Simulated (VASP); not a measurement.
Write the native input for VASP 6.6.1 that does the following.

| Quantity | Value |
| --- | --- |
| Task | single point |
| Functional | PBE |
| Potentials or basis | VASP PAW PBE potentials, release 64 (W_sv) |
| Cutoff | 520 eV |
| k mesh | 19 × 19 × 19 |
| Occupations | fermi-dirac, width 0.08 eV |
| Spin | no spin polarisation |
| Dipole correction | no |
| Further INCAR settings | ALGO = Normal; EDIFF = 1e-07; NBANDS = 13 |

The structure of W lies in POSCAR:

```
W
1.0
   -1.5917092847      1.5917092847      1.5917092847
    1.5917092847     -1.5917092847      1.5917092847
    1.5917092847      1.5917092847     -1.5917092847
W
1
Direct
    0.0000000000      0.0000000000      0.0000000000
```

These files were run (other wordings do the same):

INCAR

```
SYSTEM = W
  ALGO = Normal
  EDIFF = 1E-7
  ENCUT = 520
  GGA = PE
  ISIF = 2
  ISMEAR = -1
  LASPH = .True.
  LCHARG = .False.
  LREAL = .False.
  LWAVE = .False.
  NBANDS = 13
  NELM = 100
  PREC = Accurate
  SIGMA = 0.08
```

KPOINTS

```
k-points
0
Gamma
  19 19 19
  0 0 0
```

Potentials or basis: VASP PAW PBE potentials, release 64 (W_sv).

Run with:

```console
$ cat potpaw_PBE.64/W_sv/POTCAR > POTCAR
$ mpirun -np 1 vasp_std > vasp.out
```

It gave:

```yaml
Pressure: 0.5 GPa
Band_gap_on_the_k_mesh: zero (band 7 reaches 15.90 eV, above the bottom of band 8 at 9.99 eV)
```

Caveat: spin-orbit coupling is left out, which moves the levels of the heavy elements.

It took 47 s on 1 thread of AMD EPYC 7R43 64-Core Processor (Zen 3) (shared host), peak memory 0.14 GiB.
